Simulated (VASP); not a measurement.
Runs of VASP 6.6.1 on SrTiO3. The structure is that of space group Pm-3m (No. 221), or close to it. The cells are those of the table. 

| cell | gap on the mesh (eV) | pressure (GPa) |
| --- | --- | --- |
| a = 3.925 Å, 5 atoms | 2.35 | 5.9 |
| a = 3.947 Å, 5 atoms | 2.31 | 2.7 |
| a = 3.776 Å, 5 atoms | (a) | 34.0 |
| a = 3.947 Å, angles 90.0, 89.1, 90.0°, 5 atoms | (c) | 2.7 |
| a = 3.849 Å, 5 atoms | 2.48 | 18.4 |
| a = 3.891 Å, 5 atoms | (b) | 11.1 |
| a = 3.972 Å, 5 atoms | 2.26 | -0.5 |

Alike in all rows: task single point; level PBE+U; potentials or basis VASP PAW PBE potentials, release 64 (Sr_sv, Ti_sv, O); no spin polarisation; Ti d U = 4.0 eV; k mesh 8 × 8 × 8; cutoff (eV) 520; smearing gaussian 0.02 eV.

**Question.** Estimate the missing entries.

**Answer.** (a) 2.59; (b) 2.41; (c) 2.27.

A k mesh can miss the band edges, and the runs leave out spin-orbit coupling on Sr.
